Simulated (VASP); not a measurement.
# SnTe: single point with PBE

The system is SnTe.

```
Te Sn
1.0
     3.95608    0.00000    0.00000
     0.00000    3.95608    0.00000
     0.00000    0.00000    3.95608
Te Sn
1 1
Direct
  0.50000 0.50000 0.50000
  0.00000 0.00000 0.00000
```

This cell differs from its parent crystal: volume scaled by 1.04.

* Program: VASP 6.6.1
* Task: single point
* Functional: PBE
* Potentials or basis: VASP PAW PBE potentials, release 64 (Te, Sn_d)
* Cutoff: 520 eV
* k mesh: 7 × 7 × 7
* Occupations: fermi-dirac, width 0.05 eV
* Spin: no spin polarisation
* Dipole correction: no
* Further INCAR settings: ALGO = Normal; EDIFF = 1e-06; NBANDS = 17

```
Pressure               : -2.2 GPa
Band gap on the k mesh : zero (band 10 reaches 6.77 eV, above the bottom of band 11 at 5.81 eV)
```

Levels at points of the mesh, in eV from the Fermi level:
```csv
k point,band 8,band 9,band 10,band 11,band 12,band 13
"(0.00, 0.00, 0.00)",-1.62,-1.62,-1.62,3.69,3.69,5.12
```

It took 24 s on 1 thread of AMD EPYC 7R43 64-Core Processor (Zen 3), on a shared host, peak memory 0.14 GiB.

Caveat: spin-orbit coupling is left out, which moves the levels of the heavy elements.
